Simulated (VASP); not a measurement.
Here is a VASP 6.6.1 calculation.

INCAR

```
ALGO     = Normal         # electronic algorithm
EDIFF    = 1E-6           # SCF threshold, eV
ENCUT    = 520            # plane-wave cutoff, eV
GGA      = CA             # functional
ISIF     = 2              # what is computed and relaxed
ISMEAR   = -1             # smearing method
LASPH    = T              # aspherical terms in the spheres
LCHARG   = F              # write CHGCAR
LREAL    = Auto         
LWAVE    = F              # write WAVECAR
NBANDS   = 64             # bands
NELECT   = 96.0         
NELM     = 60             # most SCF steps
PREC     = Accurate       # precision mode
SIGMA    = 0.02           # smearing width, eV
```

KPOINTS

```
k-points
0
Gamma
  2 2 2
```

Contents of POSCAR:

```
Si6HO12
1.0
    6.9039970000     -2.4346000000      0.0000000000
    6.9039970000      2.4346000000      0.0000000000
   -5.5056060000      0.0000000000      6.7841890000
Si O H
6 12 1
Direct
    0.0445879705      0.9614445384      0.7429885871
    0.9793349443      0.0016170440      0.2446774404
    0.9207025386      0.4084721928      0.1414578810
    0.5851805686      0.0683498777      0.3415693460
    0.0928482603      0.5778507247      0.8359075786
    0.4297829478      0.9152162839      0.6493488020
    0.2230612209      0.3281663716      0.3111814839
    0.6455315248      0.7623215520      0.1842317483
    0.7889527912      0.6391031239      0.6754033533
    0.3854361823      0.2173157518      0.8128337816
    0.9463150734      0.2646934518      0.9230286774
    0.7473664059      0.0416393871      0.5631862556
    0.0756240524      0.7100457234      0.0603716966
    0.2555083806      0.9650586147      0.4286902974
    0.8163857718      0.2628771872      0.1455914627
    0.7079383791      0.1387229022      0.2948412846
    0.1732091576      0.7127922513      0.8161041799
    0.2961691231      0.8469770587      0.6832604457
    0.6517187335      0.2686619686      1.0231603217
```

Potentials or basis: VASP PAW LDA potentials, release 64 (Si, O, H).

Launch:

```bash
$ cat potpaw_LDA.64/Si/POTCAR potpaw_LDA.64/O/POTCAR potpaw_LDA.64/H/POTCAR > POTCAR
$ mpirun -np 1 vasp_std > vasp.out
```

Problem. What does it give for the largest force?

Solution. 0.130 eV/Å.

Forces on the atoms (eV/Å):
```
Si   0.007 -0.017  0.001
Si   0.039  0.018  0.013
Si  -0.037  0.025  0.018
Si  -0.005  0.052  0.005
Si  -0.009 -0.035  0.013
Si   0.009 -0.033 -0.028
O    0.004  0.004  0.015
O   -0.003  0.036 -0.006
O   -0.002 -0.021 -0.013
O    0.014 -0.036  0.026
O    0.011 -0.007 -0.024
O   -0.010 -0.005  0.014
O   -0.013 -0.011 -0.014
O    0.017 -0.006  0.019
O    0.046 -0.040  0.056
O   -0.017  0.021  0.006
O    0.009 -0.005  0.005
O   -0.004 -0.002 -0.008
H   -0.054  0.064 -0.099
```

Caveat: the k points lie up to 0.71 Å⁻¹ apart; the cell carries a net charge on a neutralising background, which shifts energy and pressure.
